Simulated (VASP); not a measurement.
**SiP5: single point with PBE**

Crystal: SiP5.

```
Si P
1.0
     4.75490    0.00000    0.00000
    -2.37745    4.11786    0.00000
     0.00000    0.00000    4.75468
Si P
1 5
Direct
  0.00000 0.00000 0.00000
  0.66667 0.33333 0.00000
  0.33333 0.66667 0.00000
  0.00000 0.27542 0.50000
  0.72458 0.72458 0.50000
  0.27542 0.00000 0.50000
```

| Quantity | Value |
| --- | --- |
| Program | VASP 6.6.1 |
| Task | single point |
| Functional | PBE |
| Potentials or basis | VASP PAW PBE potentials, release 64 (Si, P) |
| Cutoff | 500 eV |
| k mesh | 4 × 4 × 3 |
| Occupations | gaussian, width 0.2 eV |
| Spin | no spin polarisation |

```json
{
  "Pressure": "-0.3 GPa",
  "Largest force": "0.080 eV/Å"
}
```

Forces on the atoms (eV/Å):
```
Si   0.000  0.000  0.000
P    0.000  0.000  0.000
P    0.000  0.000  0.000
P    0.040 -0.069  0.000
P    0.040  0.069  0.000
P   -0.080  0.000  0.000
```

Stress tensor (GPa, compression positive):
```
-0.42  0.00  0.00
 0.00 -0.42  0.00
 0.00  0.00 -0.09
```

Levels at points of the mesh, in eV from the Fermi level:
```
           k point  band 12  band 13  band 14  band 15  band 16  band 17  band 18  band 19
(0.00, 0.00, 0.00)    -2.29    -1.87    -1.87    -1.03    -0.82    -0.82    -0.56    -0.26
(0.50, 0.00, 0.00)    -1.91    -1.40    -0.86    -0.56     0.31     1.39     2.34     2.88
```

Run time: 31 s on 1 thread of Intel Xeon 8259CL (shared host), peak memory 0.2 GiB.

Caveat: the k points lie up to 0.44 Å⁻¹ apart.
